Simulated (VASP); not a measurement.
# Pt12S in VASP: a series of runs

Pt12S is run at these levels: PBE; tasks: relaxation of the atoms, single point.

All numbers are computed with VASP 6.6.1; they aren't measurements. Logs are shortened: lines on timing, memory, paths and dates and some standing lists are left out, and cuts for length are marked.

## Step 1: The cell of the first run

The cell holds a slab with vacuum, 13 atoms: a = 5.614 Å, b = 5.614 Å, c = 19.351 Å, α = 90.00°, β = 90.00°, γ = 90.00°.

## Step 2: Relaxation of the atoms, PBE

Input file INCAR:

```
PREC     = Accurate       # precision mode
ENCUT    = 450            # plane-wave cutoff, eV
EDIFF    = 1E-7           # SCF threshold, eV
ISMEAR   = 0              # smearing method
SIGMA    = 0.1            # smearing width, eV
LREAL    = F              # projectors in reciprocal space
LASPH    = T              # aspherical terms in the spheres
NELM     = 120            # most SCF steps
ALGO     = Normal         # electronic algorithm
ISIF     = 2              # what is computed and relaxed
LWAVE    = F              # write WAVECAR
LCHARG   = F              # write CHGCAR
LDIPOL   = T            
IDIPOL   = 3            
DIPOL    = 0.5 0.5 0.318
GGA      = PE             # functional
IBRION   = 2              # ionic algorithm
NSW      = 36             # ionic steps
EDIFFG   = -0.025         # ionic threshold
GGA_COMPAT= F            
NELMIN   = 4            
NELMDL   = -8           
KPAR     = 4
```

Input file KPOINTS:

```
regular mesh
0
Gamma
  5 5 1
```

Input file POSCAR:

```
Pt12S
1.0
    5.6143281323      0.0000000000      0.0000000000
    0.0000000000      5.6143281323      0.0000000000
    0.0000000000      0.0000000000     19.3513792169
Pt S
12 1
Selective dynamics
Direct
    0.2500000000      0.2500000000      0.2067036130  F F F
    0.2500000000      0.7500000000      0.2067036130  F F F
    0.7500000000      0.2500000000      0.2067036130  F F F
    0.7500000000      0.7500000000      0.2067036130  F F F
    0.0000000000      0.0000000000      0.3062504943  F F F
    0.0000000000      0.5000000000      0.3062504943  F F F
    0.5000000000      0.0000000000      0.3062504943  F F F
    0.5000000000      0.5000000000      0.3062504943  F F F
    0.2500000000      0.2500000000      0.4057271127  F F F
    0.2500000000      0.7500000000      0.4057271127  F F F
    0.7500000000      0.2500000000      0.4057271127  F F F
    0.7500000000      0.7500000000      0.4057271127  F F F
    0.5000000000      0.5000000000      0.4630460565  F F T
```

Potentials or basis: VASP PAW PBE potentials, release 64 (Pt, S).

Run with:

```console
$ cat potpaw_PBE.64/Pt/POTCAR potpaw_PBE.64/S/POTCAR > POTCAR
$ mpirun -np 4 vasp_std > vasp.out
```

OUTCAR:

```text
PREC = Accurate
   ENCUT = 450
   EDIFF = 1E-7
   ISMEAR = 0
   LREAL = F
   LASPH = T
   NELM = 120
   ISIF = 2
   GGA = PE
   IBRION = 2
   NSW = 36
   EDIFFG = -0.025
   NELMIN = 4
   NELMDL = -8

 ion  position               nearest neighbor table
   1  0.250  0.250  0.207-   5 2.77   6 2.77   7 2.77   8 2.77   2 2.81   3 2.81   2 2.81   3 2.81

   2  0.250  0.750  0.207-   5 2.77   6 2.77   7 2.77   8 2.77   1 2.81   4 2.81   1 2.81   4 2.81

   3  0.750  0.250  0.207-   5 2.77   6 2.77   7 2.77   8 2.77   1 2.81   4 2.81   4 2.81   1 2.81

   4  0.750  0.750  0.207-   5 2.77   6 2.77   7 2.77   8 2.77   2 2.81   3 2.81   3 2.81   2 2.81

   5  0.000  0.000  0.306-   9 2.77  10 2.77  11 2.77  12 2.77   1 2.77   2 2.77   3 2.77   4 2.77
                             6 2.81   7 2.81   6 2.81   7 2.81
   6  0.000  0.500  0.306-   9 2.77  10 2.77  11 2.77  12 2.77   1 2.77   2 2.77   3 2.77   4 2.77
                             5 2.81   8 2.81   5 2.81   8 2.81
   7  0.500  0.000  0.306-   9 2.77  10 2.77  11 2.77  12 2.77   1 2.77   2 2.77   3 2.77   4 2.77
                             5 2.81   8 2.81   8 2.81   5 2.81
   8  0.500  0.500  0.306-   9 2.77  10 2.77  11 2.77  12 2.77   1 2.77   2 2.77   3 2.77   4 2.77
                             6 2.81   7 2.81   7 2.81   6 2.81  13 3.03
   9  0.250  0.250  0.406-  13 2.27   6 2.77   7 2.77   8 2.77   5 2.77  11 2.81  10 2.81  10 2.81
                            11 2.81
  10  0.250  0.750  0.406-  13 2.27   6 2.77   7 2.77   8 2.77   5 2.77  12 2.81   9 2.81   9 2.81
                            12 2.81
  11  0.750  0.250  0.406-  13 2.27   6 2.77   7 2.77   8 2.77   5 2.77  12 2.81   9 2.81  12 2.81
                             9 2.81
  12  0.750  0.750  0.406-  13 2.27   6 2.77   7 2.77   8 2.77   5 2.77  11 2.81  10 2.81  11 2.81
                            10 2.81
  13  0.500  0.500  0.463-   9 2.27  10 2.27  11 2.27  12 2.27   8 3.03

  LATTYP: Found a simple tetragonal cell.
 ALAT       =     5.6143281323
 C/A-ratio  =     3.4467845058

  Lattice vectors:

 A1 = (   5.6143281323,   0.0000000000,   0.0000000000)
 A2 = (   0.0000000000,   5.6143281323,   0.0000000000)
 A3 = (   0.0000000000,   0.0000000000,  19.3513792169)

Analysis of symmetry for initial positions (statically):
=====================================================================
 Subroutine PRICEL returns:
 Original cell was already a primitive cell.

 Routine SETGRP: Setting up the symmetry group for a
 simple tetragonal supercell.

 Subroutine GETGRP returns: Found  8 space group operations
 (whereof  8 operations were pure point group operations)
 out of a pool of 16 trial point group operations.

The static configuration has the point symmetry C_4v.

Analysis of symmetry for dynamics (positions and initial velocities):
=====================================================================
 Subroutine PRICEL returns:
 Original cell was already a primitive cell.

 Routine SETGRP: Setting up the symmetry group for a
 simple tetragonal supercell.

 Subroutine GETGRP returns: Found  8 space group operations
 (whereof  8 operations were pure point group operations)
 out of a pool of 16 trial point group operations.

The dynamic configuration has the point symmetry C_4v.

Analysis of constrained symmetry for selective dynamics:
=====================================================================
 Subroutine PRICEL returns:
 Original cell was already a primitive cell.

 Routine SETGRP: Setting up the symmetry group for a
 simple tetragonal supercell.

 Subroutine GETGRP returns: Found  8 space group operations
 (whereof  8 operations were pure point group operations)
 out of a pool of 16 trial point group operations.

The constrained configuration has the point symmetry C_4v.

 Subroutine INISYM returns: Found  8 space group operations
 (whereof  8 operations are pure point group operations),
 and found     1 'primitive' translations

----------------------------------------------------------------------------------------

                                     Primitive cell

  volume of cell :     609.9686

  direct lattice vectors                    reciprocal lattice vectors
     5.614328132  0.000000000  0.000000000     0.178115703  0.000000000  0.000000000
[... 49 lines left out ...]
     0.000000000  0.035623141  0.000000000     0.000000000  0.200000000  0.000000000
     0.000000000  0.000000000  0.051675903     0.000000000  0.000000000  1.000000000

  Length of vectors
     0.035623141  0.035623141  0.051675903

  Shift w.r.t. Gamma in fractional coordinates (k-lattice)
     0.000000000  0.000000000  0.000000000

 Subroutine IBZKPT returns following result:
 ===========================================

 Found      6 irreducible k-points:

 Following reciprocal coordinates:
            Coordinates               Weight
  0.000000  0.000000  0.000000      1.000000
  0.200000  0.000000  0.000000      4.000000
  0.400000  0.000000  0.000000      4.000000
  0.200000  0.200000  0.000000      4.000000
  0.400000  0.200000  0.000000      8.000000
  0.400000  0.400000  0.000000      4.000000
   k-points           NKPTS =      6   k-points in BZ     NKDIM =      6   number of bands    NBANDS=     75
   number of dos      NEDOS =    301   number of ions     NIONS =     13
   total plane-waves  NPLWV = 224000
   dimension x,y,z NGX =    40 NGY =   40 NGZ =  140
   dimension x,y,z NGXF=    80 NGYF=   80 NGZF=  280
   ions per type =              12   1
   NGX,Y,Z   is equivalent  to a cutoff of  11.84, 11.84, 12.03 a.u.
   NGXF,Y,Z  is equivalent  to a cutoff of  23.69, 23.69, 24.05 a.u.
 SYSTEM =  unknown system
   PREC   = accura    normal or accurate (medium, high low for compatibility)
   ISTART =      0    job   : 0-new  1-cont  2-samecut
   ICHARG =      2    charge: 1-file 2-atom 10-const
   ISPIN  =      1    spin polarized calculation?
   LNONCOLLINEAR =      F non collinear calculations
   LSORBIT =      F    spin-orbit coupling
   LASPH  =      T    aspherical Exc in radial PAW
   ENCUT  =  450.0 eV  33.07 Ry    5.75 a.u.   9.71  9.71 33.47*2*pi/ulx,y,z
   NELM   =    120;   NELMIN=  4; NELMDL= -8     # of ELM steps
   EDIFF  = 0.1E-06   stopping-criterion for ELM
   LREAL  =      F    real-space projection
   EDIFFG = -.3E-01   stopping-criterion for IOM
   NSW    =     36    number of steps for IOM
   IBRION =      2    ionic relax: 0-MD 1-quasi-New 2-CG
   NFREE  =      1    steps in history (QN), initial steepest desc. (CG)
   ISIF   =      2    stress and relaxation
   ISYM   =      2    0-nonsym 1-usesym 2-fastsym
   POTIM  = 0.5000    time-step for ionic-motion
   TEBEG  =    0.0;   TEEND  =   0.0 temperature during run
   PSTRESS=    0.0 pullay stress
   NELECT =     126.0000    total number of electrons
   NUPDOWN=      -1.0000    fix difference up-down
   EMIN   =  10.00;   EMAX   =-10.00  energy-range for DOS
   EFERMI =   0.00;   METHOD = LEGACY
   ISMEAR =     0;   SIGMA  =   0.10  broadening in eV -4-tet -1-fermi 0-gaus
   EFERMI_NEDOS =   21; number of points for ismear=-14 and -15
   IALGO  =     38    algorithm
   IMIX   =      4    mixing-type and parameters
     AMIX     =   0.40;   BMIX     =  1.00
     AMIX_MAG =   1.60;   BMIX_MAG =  1.00
  volume/ion in A,a.u.               =      46.92       316.64
  Fermi-wavevector in a.u.,A,eV,Ry     =   0.967749  1.828780 12.742362  0.936537
  Thomas-Fermi vector in A             =   2.097660
   LORBIT       =      0    0 simple, 1 ext, 2 COOP (PROOUT), +10 PAW based schemes
   GGA     = PE    functional components
   LHFCALC =     F    Hartree Fock is set to
   AEXX    =    0.0000 exact exchange contribution
   IVDW    =     0    specifies the selected vdW correction
   LEPSILON=     F    determine dielectric tensor
   LRPA    =     F    only Hartree local field effects (RPA)
 conjugate gradient relaxation of ions
 non-spin polarized calculation
 Gauss-broadening in eV      SIGMA  =   0.10
  energy-cutoff  :      450.00
  volume of cell :      609.97
 maximum number of plane-waves:     13247
 NGX is ok and might be reduce to    40
   NGX = 19   NGY = 19   NGZ = 67

 dipolmoment           0.000000      0.000000      0.043738 electrons x Angstroem

--------------------------------------- Ionic step        1  -------------------------------------------

 number of electron     126.0000046 magnetization

 Free energy of the ion-electron system (eV)
  ---------------------------------------------------
  ext. energy  EPLUGINS =         0.00000000
  ---------------------------------------------------
  free energy    TOTEN  =       -72.08166496 eV

  energy without entropy =      -71.96023947  energy(sigma->0) =      -72.02095221

------------------------ aborting loop because EDIFF is reached ----------------------------------------

  FORCE on cell =-STRESS in cart. coord.  units (eV):
  Direction    XX          YY          ZZ          XY          YZ          ZX
  --------------------------------------------------------------------------------------
  -------------------------------------------------------------------------------------
  Total       -5.0863660     -5.0863660      8.8426974      0.0000000      0.0000000      0.0000000
  in kB      -13.3601299    -13.3601299     23.2267176      0.0000000      0.0000000      0.0000000
  external PRESSURE =      -1.1645141 kB  Pullay stress =       0.0000000 kB
[... 128 lines left out ...]
--------------------------------------- Ionic step        4  -------------------------------------------

 number of electron     126.0000046 magnetization

 dipolmoment           0.000000      0.000000     -0.065920 electrons x Angstroem

 Free energy of the ion-electron system (eV)
  ---------------------------------------------------
  ext. energy  EPLUGINS =         0.00000000
  ---------------------------------------------------
  free energy    TOTEN  =       -72.29558298 eV

  energy without entropy =      -72.16215472  energy(sigma->0) =      -72.22886885

 E-fermi :  -0.2142     XC(G=0):  -5.2436

 val. band max:       -0.2338384062   @ k =   0.4000   0.2000   0.0000
 cond. band min:      -0.2031326678   @ k =   0.2000   0.0000   0.0000
 fundamental gap:      0.0307057384
 Fermi energy:        -0.2142408599

 k-point     1 :       0.0000    0.0000    0.0000
  band No.  band energies     occupation
      1     -14.4926      2.00000
      2      -9.0057      2.00000
      3      -7.1435      2.00000
      4      -7.1435      2.00000
      5      -6.9630      2.00000
      6      -6.7195      2.00000
[... 457 lines left out ...]
     74       3.5864      0.00000
     75       4.1424      0.00000

------------------------ aborting loop because EDIFF is reached ----------------------------------------

 vacuum level on the upper side and lower side of the slab       (xc-potential included)        -0.267         0.113

  FORCE on cell =-STRESS in cart. coord.  units (eV):
  Direction    XX          YY          ZZ          XY          YZ          ZX
  --------------------------------------------------------------------------------------
  -------------------------------------------------------------------------------------
  Total       -8.7294120     -8.7294120      4.7552059      0.0000000      0.0000000      0.0000000
  in kB      -22.9291559    -22.9291559     12.4902866      0.0000000      0.0000000      0.0000000
  external PRESSURE =     -11.1226751 kB  Pullay stress =       0.0000000 kB
[... 28 lines left out ...]
  FREE ENERGIE OF THE ION-ELECTRON SYSTEM (eV)
  ---------------------------------------------------
  free  energy   TOTEN  =       -72.2955829799 eV

  energy  without entropy=      -72.1621547150  energy(sigma->0) =      -72.22886885

 reached required accuracy - stopping structural energy minimisation

 vacuum level on the upper side and lower side of the slab         4.993         5.384
```

Run time: 6 min. Hardware: 4 MPI ranks of Intel Xeon 6975P-C (Granite Rapids), shared host; peak memory 0.65 GiB.

What came out:

```yaml
Free_energy: -72.2956 eV
Energy_gained_by_relaxing: 16.5 meV/atom
Ionic_steps: 4
Band_gap_on_the_k_mesh: zero (bands 63 and 64 overlap by 0.45 eV)
```

The path:
```csv
step,energy change (eV),largest force on free atoms (eV/Å),pressure (GPa)
1,0.0000,2.1649,-0.12
2,-0.1657,1.0132,-0.67
3,-0.2138,0.0478,-1.09
4,-0.2139,0.0020,-1.11
```

Final structure:
```
CELL_PARAMETERS angstrom
5.61433 0.00000 0.00000
0.00000 5.61433 0.00000
0.00000 0.00000 19.35138
ATOMIC_POSITIONS crystal
Pt 0.25000 0.25000 0.20670
Pt 0.25000 0.75000 0.20670
Pt 0.75000 0.25000 0.20670
Pt 0.75000 0.75000 0.20670
Pt 0.00000 0.00000 0.30625
Pt 0.00000 0.50000 0.30625
Pt 0.50000 0.00000 0.30625
Pt 0.50000 0.50000 0.30625
Pt 0.25000 0.25000 0.40573
Pt 0.25000 0.75000 0.40573
Pt 0.75000 0.25000 0.40573
Pt 0.75000 0.75000 0.40573
S 0.50000 0.50000 0.47343
```

Levels at points of the mesh, in eV from the Fermi level:
```csv
k point,band 60,band 61,band 62,band 63,band 64,band 65
"(0.00, 0.00, 0.00)",-0.02,0.04,0.05,0.37,0.50,0.50
```

Caveat: spin-orbit coupling is left out, which moves the levels of the heavy elements.

## Step 3: Single point, PBE

Input file INCAR:

```
SYSTEM = Pt12S
PREC = Accurate
ENCUT = 520
EDIFF = 1E-6
ISMEAR = 0
SIGMA = 0.1
LREAL = .False.
LASPH = .True.
NELM = 100
ALGO = Normal
ISIF = 2
LWAVE = .False.
LCHARG = .False.
LDIPOL = .True.
IDIPOL = 3
DIPOL = 0.5 0.5 0.322
GGA = PE
NBANDS = 75
```

Input file KPOINTS:

```
regular mesh
0
Gamma
  5 5 1
  0 0 0
```

Input file POSCAR:

```
Pt12S
1.0
    5.6143281323      0.0000000000      0.0000000000
    0.0000000000      5.6143281323      0.0000000000
    0.0000000000      0.0000000000     19.3513792169
Pt S
12 1
Direct
    0.2500000000      0.2500000000      0.2067036130
    0.2500000000      0.7500000000      0.2067036130
    0.7500000000      0.2500000000      0.2067036130
    0.7500000000      0.7500000000      0.2067036130
    0.0000000000      0.0000000000      0.3062504943
    0.0000000000      0.5000000000      0.3062504943
    0.5000000000      0.0000000000      0.3062504943
    0.5000000000      0.5000000000      0.3062504943
    0.2500000000      0.2500000000      0.4057271127
    0.2500000000      0.7500000000      0.4057271127
    0.7500000000      0.2500000000      0.4057271127
    0.7500000000      0.7500000000      0.4057271127
    0.2500000000      0.2500000000      0.5163520421
```

Potentials or basis: VASP PAW PBE potentials, release 64 (Pt, S).

Run with:

```console
$ cat potpaw_PBE.64/Pt/POTCAR potpaw_PBE.64/S/POTCAR > POTCAR
$ mpirun -np 1 vasp_std > vasp.out
```

Run time: 14 min. Hardware: 1 thread of Intel Xeon Platinum 8488C (Sapphire Rapids), shared host; peak memory 0.65 GiB.

Results (log left out):

```
Free energy            : -70.1524 eV
Largest force          : 0.530 eV/Å
Band gap on the k mesh : zero (bands 63 and 64 overlap by 0.27 eV)
```

Forces on the atoms (eV/Å):
```
Pt   0.000  0.000 -0.033
Pt   0.000  0.000  0.086
Pt   0.000  0.000  0.086
Pt   0.000  0.000 -0.112
Pt  -0.006 -0.006 -0.246
Pt  -0.006  0.006 -0.246
Pt   0.006 -0.006 -0.246
Pt   0.006  0.006 -0.246
Pt   0.000  0.000  0.530
Pt   0.000  0.000  0.145
Pt   0.000  0.000  0.145
Pt   0.000  0.000  0.162
S    0.000  0.000 -0.023
```

Levels at points of the mesh, in eV from the Fermi level:
| k point | band 61 | band 62 | band 63 | band 64 | band 65 | band 66 |
| --- | --- | --- | --- | --- | --- | --- |
| (0.00, 0.00, 0.00) | 0.05 | 0.12 | 0.12 | 0.34 | 0.68 | 0.86 |

Caveat: spin-orbit coupling is left out, which moves the levels of the heavy elements.

## Step 4: Single point, PBE

Input file INCAR:

```
SYSTEM = Pt12S
  PREC = Accurate
  ENCUT = 520
  EDIFF = 1E-6
  ISMEAR = 0
  SIGMA = 0.1
  LREAL = .False.
  LASPH = .True.
  NELM = 60
  ALGO = Normal
  ISIF = 2
  LWAVE = .False.
  LCHARG = .False.
  LDIPOL = .True.
  IDIPOL = 3
  DIPOL = 0.5 0.5 0.319
  GGA = PE
  NBANDS = 75
```

Input file KPOINTS:

```
Automatic mesh
0
Gamma
  5 5 1
  0 0 0
```

Changes to POSCAR since step 3:

```diff
@@ -20,2 +20,2 @@
     0.7500000000      0.7500000000      0.4057271127
-    0.2500000000      0.2500000000      0.5163520421
+    0.5000000000      0.5000000000      0.4735105924
```

Run with:

```console
$ cat potpaw_PBE.64/Pt/POTCAR potpaw_PBE.64/S/POTCAR > POTCAR
$ mpirun -np 1 vasp_std > vasp.out
```

It took 12 min on 1 thread of Intel Xeon Platinum 8488C (Sapphire Rapids), shared host; peak memory 0.65 GiB.

Results (log left out):

- Free energy: -72.2959 eV
- Largest force: 1.365 eV/Å
- Band gap on the k mesh: zero (bands 63 and 64 overlap by 0.45 eV)

Forces on the atoms (eV/Å):
```
Pt   0.078  0.078 -0.079
Pt   0.078 -0.078 -0.079
Pt  -0.078  0.078 -0.079
Pt  -0.078 -0.078 -0.079
Pt   0.000  0.000  0.925
Pt   0.000  0.000 -0.703
Pt   0.000  0.000 -0.703
Pt   0.000  0.000 -1.365
Pt  -0.343 -0.343  0.544
Pt  -0.343  0.343  0.544
Pt   0.343 -0.343  0.544
Pt   0.343  0.343  0.544
S    0.000  0.000 -0.014
```

Levels at points of the mesh, in eV from the Fermi level:
```tsv
k point	band 58	band 59	band 60	band 61	band 62	band 63	band 64	band 65	band 66	band 67
(0.00, 0.00, 0.00)	-0.03	-0.02	-0.02	0.04	0.05	0.37	0.50	0.50	0.52	0.59
```

Caveat: spin-orbit coupling is left out, which moves the levels of the heavy elements.

[end of part 1 of 2]

The gap in the log of VASP goes by the Fermi energy; the results here count the filled bands.